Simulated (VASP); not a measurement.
Wanted: the native input for a VASP 6.6.1 run.

```
Task                   : single point
Functional             : PBE
Potentials or basis    : VASP PAW PBE potentials, release 64 (Sc_sv)
Cutoff                 : 520 eV
k mesh                 : 15 × 15 × 10
Occupations            : gaussian, width 0.15 eV
Spin                   : no spin polarisation
Dipole correction      : no
Further INCAR settings : ALGO = Fast; EDIFF = 1e-06; NBANDS = 18
```

The structure of Sc lies in POSCAR:

```
Sc
1.0
    3.4855000000      0.0000000000      0.0000000000
   -1.7427500000      3.0185315449      0.0000000000
    0.0000000000      0.0000000000      5.0250000000
Sc
2
Direct
    0.3333333333      0.6666666667      0.2500000000
    0.6666666667      0.3333333333      0.7500000000
```

These files were run (other wordings do the same):

INCAR

```
  ALGO = Fast
  EDIFF = 1E-6
  ENCUT = 520
  GGA = PE
  ISIF = 2
  ISMEAR = 0
  LASPH = True
  LCHARG = False
  LREAL = False
  LWAVE = False
  NBANDS = 18
  NELM = 80
  PREC = Accurate
  SIGMA = 0.15
```

KPOINTS

```
k-points
0
Gamma
  15 15 10
```

Potentials or basis: VASP PAW PBE potentials, release 64 (Sc_sv).

The run is started by

```console
$ cat potpaw_PBE.64/Sc_sv/POTCAR > POTCAR
$ mpirun -np 1 vasp_std > vasp.out
```

Results of the run:

```yaml
Pressure: -3.3 GPa
Band_gap_on_the_k_mesh: zero (bands 11 and 12 overlap by 1.66 eV)
```

Caveat: the cell stands under tension.

It took 3 min on 1 thread of Intel(R) Xeon(R) Platinum 8488C (Sapphire Rapids), on a shared host, peak memory 0.26 GiB.
